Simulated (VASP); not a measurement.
Write the native input for VASP 6.6.1 that does the following.

| Quantity | Value |
| --- | --- |
| Task | single point |
| Functional | LDA |
| Potentials or basis | VASP PAW LDA potentials, release 64 (Ta_pv, Be, B) |
| Cutoff | 520 eV |
| k mesh | 8 × 8 × 7 |
| Occupations | fermi-dirac, width 0.1 eV |
| Spin | no spin polarisation |
| Dipole correction | no |
| Further INCAR settings | ALGO = Normal; EDIFF = 1e-07; NBANDS = 15 |

The structure of TaBeB lies in POSCAR:

```
TaBeB
1.0
    3.2499042000      0.0000000000      0.0000000000
   -1.6249521000      2.8144996000      0.0000000000
    0.0000000000      0.0000000000      3.2461030200
Ta Be B
1 1 1
Direct
    0.3333333295      0.6666666714      0.0000000000
    0.6666666705      0.3333333286      0.5000000000
    0.0000000000      0.0000000000      0.5000000000
```

These files were run (other wordings do the same):

INCAR

```
SYSTEM = TaBeB
  PREC = Accurate
  ENCUT = 520
  EDIFF = 1E-7
  ISMEAR = -1
  SIGMA = 0.1
  LREAL = .FALSE.
  LASPH = .TRUE.
  NELM = 100
  ALGO = Normal
  ISIF = 2
  LWAVE = .FALSE.
  LCHARG = .TRUE.
  LELF = .TRUE.
  LVHAR = .TRUE.
  NBANDS = 15
```

KPOINTS

```
regular mesh
0
G
  8 8 7
  0 0 0
```

Potentials or basis: VASP PAW LDA potentials, release 64 (Ta_pv, Be, B).

Command:

```sh
$ cat potpaw_LDA.64/Ta_pv/POTCAR potpaw_LDA.64/Be/POTCAR potpaw_LDA.64/B/POTCAR > POTCAR
$ mpirun -np 1 vasp_std > vasp.out
```

Results of the run:

```
Pressure               : -7.9 GPa
Band gap on the k mesh : zero (band 8 reaches 7.26 eV, above the bottom of band 9 at 6.84 eV)
```

Caveat: spin-orbit coupling is left out, which moves the levels of the heavy elements.

It took 5.1 s on 1 thread of Intel(R) Xeon(R) 6975P-C (Granite Rapids), on a shared host, peak memory 0.14 GiB.
